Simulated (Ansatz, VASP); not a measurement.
# Sr in VASP and in Ansatz

Contents of INCAR:

```
  ALGO = Fast
  EDIFF = 1E-6
  ENCUT = 520
  GGA = CA
  ISIF = 2
  ISMEAR = 0
  LASPH = T
  LCHARG = F
  LREAL = F
  LWAVE = F
  NBANDS = 17
  NELM = 60
  PREC = Accurate
  SIGMA = 0.15
```

KPOINTS

```
k-points
0
Gamma
  12 12 8
```

The input POSCAR:

```
Sr
1.0
    4.3896263337      0.0000000000      0.0000000000
   -2.1948131669      3.5528298300      0.0000000000
    0.0000000000      0.0000000000      6.7154259278
Sr
2
Direct
    0.3333333333      0.6666666667      0.2500000000
    0.6666666667      0.3333333333      0.7500000000
```

Input for Ansatz:

```yaml
crystal:
  lattice:
    - [4.3896263337, 0.0, 0.0]
    - [-2.1948131669, 3.55282983, 0.0]
    - [0.0, 0.0, 6.7154259278]
  atoms:
    - { symbol: Sr, position: [0.3333333333, 0.6666666667, 0.25] }
    - { symbol: Sr, position: [0.6666666667, 0.3333333333, 0.75] }
basis:
  ecutwfc: 420
kpoints:
  mp_grid: { grid: [12, 12, 8] }
hamiltonian:
  xc: lda
scf:
  occupations: { method: gaussian, width: 0.15 }
output:
  forces: true
  stress: true
  eigenvalues: true
```

Change from the starting cell: mode 4 frozen in at +0.000 Å, normal strain along x +0.0700.

Alike in both runs: task single point; functional LDA; k mesh 12 × 12 × 8; occupations gaussian, width 0.15 eV; no spin polarisation.

```csv
,VASP,Ansatz
version,VASP 6.6.1,Ansatz 0.2.0
potentials or method,"VASP PAW LDA potentials, release 64 (Sr_sv), cutoff 520 eV","scalar-relativistic, plane waves, PAW"
valence electrons in the cell,20,20
```

Ansatz gave:

- gap on the k mesh at the Fermi level (eV): none
- pressure (GPa): -0.8
- traceless stress, the component that is largest in VASP (GPa): -0.76
- rms of the force components (eV/Å): 0.039

Q: Which values does VASP return?

A: gap on the k mesh at the Fermi level (eV): none; pressure (GPa): -0.8; traceless stress, the component that is largest in VASP (GPa): -0.76; rms of the force components (eV/Å): 0.040.

LDA's correlation is that of Perdew and Zunger in VASP and of Perdew and Wang (1992) in Ansatz. Atom by atom the forces differ by 0.000 eV/Å (rms over components). A gap of «none» marks a metal or a gap that the smearing closes.
